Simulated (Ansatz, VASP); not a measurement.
Rb2Ag: VASP beside Ansatz

The input INCAR:

```
SYSTEM = Rb2Ag
ALGO = Fast
EDIFF = 1E-7
ENCUT = 520
GGA = PE
ISIF = 2
ISMEAR = 0
LASPH = .TRUE.
LCHARG = .TRUE.
LELF = .TRUE.
LREAL = .FALSE.
LVHAR = .TRUE.
LWAVE = .FALSE.
NBANDS = 38
NELM = 60
PREC = Accurate
SIGMA = 0.2
```

The input KPOINTS:

```
k-points
0
G
  4 4 2
  0 0 0
```

File POSCAR:

```
Rb2Ag
1.0
   -5.1080175436      0.0000000000      0.0000000000
    0.0000000000      0.0000000000     -7.3072463831
    0.0000000000    -10.2160350873      0.0000000000
Rb Ag
4 2
Direct
    0.5000000000      0.0000000000      0.7500000000
    0.5000000000      0.0000000000      0.2500000000
    1.0000000000      0.5000000000      1.0000000000
    1.0000000000      0.5000000000      0.5000000000
    1.0000000000      0.0000000000      1.0000000000
    1.0000000000      0.0000000000      0.5000000000
```

Input for Ansatz:

```yaml
crystal:
  lattice:
    - [-5.1080175436, 0.0, 0.0]
    - [0.0, 0.0, -7.3072463831]
    - [0.0, -10.2160350873, 0.0]
  atoms:
    - { symbol: Rb, position: [0.5, 0.0, 0.75] }
    - { symbol: Rb, position: [0.5, 0.0, 0.25] }
    - { symbol: Rb, position: [1.0, 0.5, 1.0] }
    - { symbol: Rb, position: [1.0, 0.5, 0.5] }
    - { symbol: Ag, position: [1.0, 0.0, 1.0] }
    - { symbol: Ag, position: [1.0, 0.0, 0.5] }
basis:
  ecutwfc: 420
kpoints:
  mp_grid: { grid: [4, 4, 2] }
hamiltonian:
  xc: pbe
scf:
  occupations: { method: gaussian, width: 0.2 }
  lower_state_search: "off"
output:
  forces: true
  stress: true
  eigenvalues: true
```

Alike in both runs: task single point; functional PBE; k mesh 4 × 4 × 2; occupations gaussian, width 0.2 eV; no spin polarisation.

```csv
,VASP,Ansatz
version,VASP 6.6.1,Ansatz 0.2.0
potentials or method,"VASP PAW PBE potentials, release 64 (Rb_sv, Ag), cutoff 520 eV","scalar-relativistic, plane waves, PAW"
valence electrons in the cell,58,74
```

```tsv
	VASP	Ansatz	Ansatz less VASP
gap on the k mesh at the Fermi level (eV)	none	none	-
pressure (GPa)	0.0	0.0	0.00
```

A gap of «none» marks a metal or a gap that the smearing closes. VASP's potentials hold 58 valence electrons a cell and Ansatz's 74, so a difference there can come from the potentials and not from the codes.
